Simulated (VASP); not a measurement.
Here is a VASP 6.6.1 calculation.

Contents of INCAR:

```
PREC = Accurate ; ENCUT = 600
EDIFF = 1E-6 ; ISMEAR = 0
SIGMA = 0.02 ; LREAL = F
LASPH = T ; NELM = 100
ALGO = Normal ; ISIF = 3
LWAVE = F ; LCHARG = F
GGA = PE ; IVDW = 12
IBRION = 2 ; NSW = 70
EDIFFG = -0.005
```

The input KPOINTS:

```
regular mesh
0
Gamma
  8 8 8
```

The input POSCAR:

```
BaS
1.0
    0.0000000000      3.2143926808      3.2143926808
    3.2143926808      0.0000000000      3.2143926808
    3.2143926808      3.2143926808      0.0000000000
Ba S
1 1
Direct
    0.0000000000      0.0000000000      0.0000000000
    0.5000000000      0.5000000000      0.5000000000
```

Potentials or basis: VASP PAW PBE potentials, release 64 (Ba_sv, S).

Command:

```sh
$ cat potpaw_PBE.64/Ba_sv/POTCAR potpaw_PBE.64/S/POTCAR > POTCAR
$ mpirun -np 1 vasp_std > vasp.out
```

**Question.** Predict the relaxed volume.

**Answer.** 32.60 Å³/atom.

**Question.** Predict the space group after relaxing (to 0.1 Å).

**Answer.** Fm-3m (No. 225).

**Question.** What does it give for the dispersion energy per atom?

**Answer.** -0.277 eV.

**Question.** What does it give for the band gap on the k mesh?

**Answer.** 2.11 eV (least direct gap 2.25 eV).

Step by step:
```csv
step,energy change (eV),largest force (eV/Å),pressure (GPa),volume (Å³)
1,0.0000,0.0000,-0.80,66.42
2,-0.0028,0.0000,0.24,64.85
3,-0.0031,0.0000,0.00,65.20
```

Caveat: spin-orbit coupling is left out, which moves the levels of the heavy elements. A k mesh can miss the band edges.
